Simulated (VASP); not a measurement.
## Pt: single point with r2SCAN

Crystal: Pt.

```
Pt
1.0
    -1.46213    1.54741    1.52739
     1.47657   -1.63093    1.62534
     1.53571    1.70450   -1.61091
Pt
1
Cartesian
  0.0000 0.0000 0.0000
```

```json
{
  "Program": "VASP 6.6.1",
  "Task": "single point",
  "Functional": "r2SCAN",
  "Potentials or basis": "VASP PAW PBE potentials, release 64 (Pt)",
  "Cutoff": "520 eV",
  "k mesh": "16 × 16 × 16",
  "Occupations": "gaussian, width 0.15 eV",
  "Spin": "no spin polarisation",
  "Dipole correction": "no",
  "Further INCAR settings": "ALGO = Normal; EDIFF = 1e-06; NBANDS = 11"
}
```

```
Pressure               : 3.2 GPa
Band gap on the k mesh : zero (bands 5 and 6 overlap by 2.59 eV)
```

Stress tensor (GPa, compression positive):
```
-0.99 -7.65 -3.76
-7.65  6.13  9.06
-3.76  9.06  4.35
```

Levels at points of the mesh, in eV from the Fermi level:
| k point | band 2 | band 3 | band 4 | band 5 | band 6 | band 7 | band 8 | band 9 |
| --- | --- | --- | --- | --- | --- | --- | --- | --- |
| (0.00, 0.00, 0.00) | -4.39 | -3.87 | -3.10 | -1.52 | -0.82 | 16.97 | 18.14 | 19.05 |
| (0.50, 0.00, 0.00) | -4.71 | -2.02 | -1.32 | 0.48 | 1.21 | 7.17 | 14.23 | 17.58 |
| (0.00, 0.50, 0.00) | -5.71 | -1.00 | -0.44 | 0.50 | 1.11 | 7.00 | 13.12 | 16.65 |
| (0.50, 0.50, 0.00) | -5.21 | -1.74 | -0.75 | 0.77 | 1.27 | 7.56 | 13.62 | 16.47 |
| (0.00, 0.00, 0.50) | -5.53 | -1.28 | -0.38 | 0.05 | 0.86 | 6.29 | 14.11 | 17.29 |
| (0.50, 0.00, 0.50) | -5.60 | -1.17 | -0.58 | 0.69 | 1.13 | 7.42 | 13.60 | 15.90 |
| (0.00, 0.50, 0.50) | -5.13 | -1.64 | -0.74 | -0.26 | 0.79 | 5.78 | 14.71 | 18.45 |
| (0.50, 0.50, 0.50) | -6.60 | 0.05 | 0.54 | 1.05 | 7.07 | 8.01 | 9.52 | 13.72 |

Run time: 23 min on 1 thread of Oxide Virtual Turin-like Processor (shared host), peak memory 0.4 GiB.

Caveat: the stress differs along the axes, from -1 to 6 GPa; the PAW data sets were made with another functional, which shifts forces and pressure a little; spin-orbit coupling is left out, which moves the levels of the heavy elements.
